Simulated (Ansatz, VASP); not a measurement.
# Two plane-wave programs on Mo

```
Mo
1.0
    -1.58381    1.58381    1.58381
     1.58381   -1.58381    1.58381
     1.58381    1.58381   -1.58381
Mo
1
Cartesian
  0.0000 0.0000 0.0000
```

Alike in both runs: task single point; functional PBE; dispersion D3(BJ); k mesh 8 × 8 × 8; occupations gaussian, width 0.1 eV; no spin polarisation.

|  | VASP | Ansatz |
| --- | --- | --- |
| version | VASP 6.6.1 | Ansatz 0.2.0 |
| potentials or method | VASP PAW PBE potentials, release 64 (Mo_sv), cutoff 520 eV | scalar-relativistic, plane waves, PAW |
| valence electrons in the cell | 14 | 14 |

|  | VASP | Ansatz | Ansatz less VASP |
| --- | --- | --- | --- |
| gap on the k mesh at the Fermi level (eV) | none | none | - |
| pressure (GPa) | -8.0 | -8.4 | -0.48 |

A gap of «none» marks a metal or a gap that the smearing closes.
